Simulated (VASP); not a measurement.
The system is S.

```xyz
3
Lattice="4.4187 0.0000 0.0000 -2.2093 3.8267 0.0000 0.0000 0.0000 5.0131" Properties=species:S:1:pos:R:3 pbc="T T T"
S     0.9960    0.0000    1.6710
S    -0.4980    0.8625    3.3421
S     1.7114    2.9642    0.0000
```

```yaml
Program: VASP 6.6.1
Task: relaxation of cell and atoms
Functional: PBEsol
Potentials_or_basis: VASP PAW PBE potentials, release 64 (S)
Cutoff: 600 eV
k_mesh: 6 × 6 × 4
Occupations: gaussian, width 0.1 eV
Spin: no spin polarisation
```

At the start: pressure -12.6 GPa; volume 28.26 Å³/atom.

Task: How do energy, volume and symmetry change on relaxing?

Result: Over 15 steps the energy falls by 510.3 meV/atom and the volume is 24.85 Å³/atom (-12.1 %); space group P3_121 (No. 152, to 0.05 Å).

The path:
| step | energy change (eV) | largest force (eV/Å) | pressure (GPa) | volume (Å³) |
| --- | --- | --- | --- | --- |
| 1 | 0.0000 | 2.6580 | -12.63 | 84.77 |
| 2 | -1.1937 | 2.1850 | 12.17 | 60.19 |
| 3 | -1.5011 | 0.1752 | -0.27 | 66.27 |
| 4 | -1.5023 | 0.0747 | 0.25 | 65.93 |
| 5 | -1.5016 | 0.0304 | 0.79 | 65.58 |
| 6 | -1.5058 | 0.1645 | -0.10 | 66.57 |
| 7 | -1.5059 | 0.2056 | -0.28 | 66.78 |
| 8 | -1.5090 | 0.1979 | -0.22 | 67.10 |
| 9 | -1.5163 | 0.1703 | -0.01 | 68.07 |
| 10 | -1.5223 | 0.0958 | 0.51 | 70.00 |
| 11 | -1.5267 | 0.0917 | 0.25 | 71.36 |
| 12 | -1.5306 | 0.0714 | -0.18 | 74.14 |
| 13 | -1.5307 | 0.0685 | -0.23 | 74.50 |
| 14 | -1.5300 | 0.1336 | 0.44 | 74.62 |
| 15 | -1.5310 | 0.0029 | 0.01 | 74.54 |

Final structure:
```
S
1.0
     4.43006    0.00000    0.00000
    -2.21503    3.83654    0.00000
     0.00000    0.00000    4.38582
S
3
Direct
  0.19087 0.00000 0.33333
  0.00000 0.19087 0.66667
  0.80913 0.80913 0.00000
```

Caveat: the PAW data sets were made with another functional, which shifts forces and pressure a little.
